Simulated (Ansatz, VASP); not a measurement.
# Sr2ZrO3 in VASP and in Ansatz

Contents of INCAR:

```
SYSTEM = Sr2ZrO3
PREC = Accurate
ENCUT = 600
EDIFF = 1E-6
ISMEAR = 0
SIGMA = 0.1
LREAL = .FALSE.
LASPH = .TRUE.
NELM = 60
ALGO = Normal
ISIF = 3
LWAVE = .FALSE.
LCHARG = .FALSE.
GGA = PE
IBRION = 2
NSW = 90
EDIFFG = -0.04
```

File KPOINTS:

```
Automatic mesh
0
G
  6 6 4
  0 0 0
```

Contents of POSCAR:

```
Sr2ZrO3
1.0
    4.4125010100      0.0000000000      0.0000000000
   -2.2062505000      3.8213379700      0.0000000000
    0.0000000000      0.0000000000      5.5255645400
Sr Zr O
2 1 3
Direct
    0.3333333300      0.6666666700      0.2191410100
    0.6666666700      0.3333333300      0.7808589900
    0.0000000000      0.0000000000      0.5000000000
    0.3333333300      0.6666666700      0.7237790200
    0.6666666700      0.3333333300      0.2762209800
    0.0000000000      0.0000000000      0.0000000000
```

Input for Ansatz:

```yaml
crystal:
  lattice:
    - [4.41250101, 0.0, 0.0]
    - [-2.2062505, 3.82133797, 0.0]
    - [0.0, 0.0, 5.52556454]
  atoms:
    - { symbol: Sr, position: [0.33333333, 0.66666667, 0.21914101] }
    - { symbol: Sr, position: [0.66666667, 0.33333333, 0.78085899] }
    - { symbol: Zr, position: [0.0, 0.0, 0.5] }
    - { symbol: O, position: [0.33333333, 0.66666667, 0.72377902] }
    - { symbol: O, position: [0.66666667, 0.33333333, 0.27622098] }
    - { symbol: O, position: [0.0, 0.0, 0.0] }
basis:
  ecutwfc: 420
kpoints:
  mp_grid: { grid: [6, 6, 4] }
hamiltonian:
  xc: pbe
scf:
  occupations: { method: gaussian, width: 0.1 }
  lower_state_search: "off"
output:
  forces: true
  stress: true
  eigenvalues: true
relax:
  adjacent_minimum: "off"
  f_tol: 0.04
  max_steps: 70
  cell: { stress_tol: 0.4 }
```

Change from the starting cell: species swapped into the Sn2Pd3Au type (P-3m1, No. 164).

Alike in both runs: task relaxation of cell and atoms; functional PBE; k mesh 6 × 6 × 4; occupations gaussian, width 0.1 eV; no spin polarisation.

|  | VASP | Ansatz |
| --- | --- | --- |
| version | VASP 6.6.1 | Ansatz 0.2.0 |
| potentials or method | VASP PAW PBE potentials, release 64 (Sr_sv, Zr_sv, O), cutoff 600 eV | scalar-relativistic, plane waves, PAW |
| valence electrons in the cell | 50 | 50 |

Ansatz gave:

```
gap on the k mesh at the Fermi level, each at its own relaxed structure (eV) : none
relaxed volume (Å³/atom)                                                     : 15.12
relaxed cell length with the largest relative difference (Å)                 : 8.716
```

Task: Estimate VASP's values.

Result: gap on the k mesh at the Fermi level, each at its own relaxed structure (eV): none; relaxed volume (Å³/atom): 14.72; relaxed cell length with the largest relative difference (Å): 8.130.

A gap of «none» marks a metal or a gap that the smearing closes. One of these differences is far larger than is usual between the two programs; its cause wasn't traced.
